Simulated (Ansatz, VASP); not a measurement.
TePt3 in VASP and in Ansatz

```
CELL_PARAMETERS angstrom
-2.76263 2.76263 2.76263
2.76263 -2.76263 2.76263
2.76263 2.76263 -2.76263
ATOMIC_POSITIONS crystal
Te 0.00000 0.00000 0.00000
Pt 0.00000 0.50000 0.50000
Pt 0.50000 0.00000 0.50000
Pt 0.50000 0.50000 0.00000
```

Change from the starting cell: species swapped into the Sb3Au type (Im-3m, No. 229).

Alike in both runs: task single point; functional PBE; k mesh 4 × 4 × 4; occupations gaussian, width 0.1 eV; no spin polarisation.

|  | VASP | Ansatz |
| --- | --- | --- |
| version | VASP 6.6.1 | Ansatz 0.2.0 |
| potentials or method | VASP PAW PBE potentials, release 64 (Te, Pt), cutoff 520 eV | scalar-relativistic, plane waves, PAW |
| valence electrons in the cell | 36 | 70 |

VASP gave:

| Property | Result |
| --- | --- |
| gap on the k mesh at the Fermi level (eV) | none |
| pressure (GPa) | -10.8 |

Question: Estimate Ansatz's values.

Answer: gap on the k mesh at the Fermi level (eV): none; pressure (GPa): -10.5.

A gap of «none» marks a metal or a gap that the smearing closes. VASP's potentials hold 36 valence electrons a cell and Ansatz's 70, so a difference there can come from the potentials and not from the codes.

The k mesh is coarse, so the values compare programs but aren't converged. Neither program's run includes spin-orbit coupling.
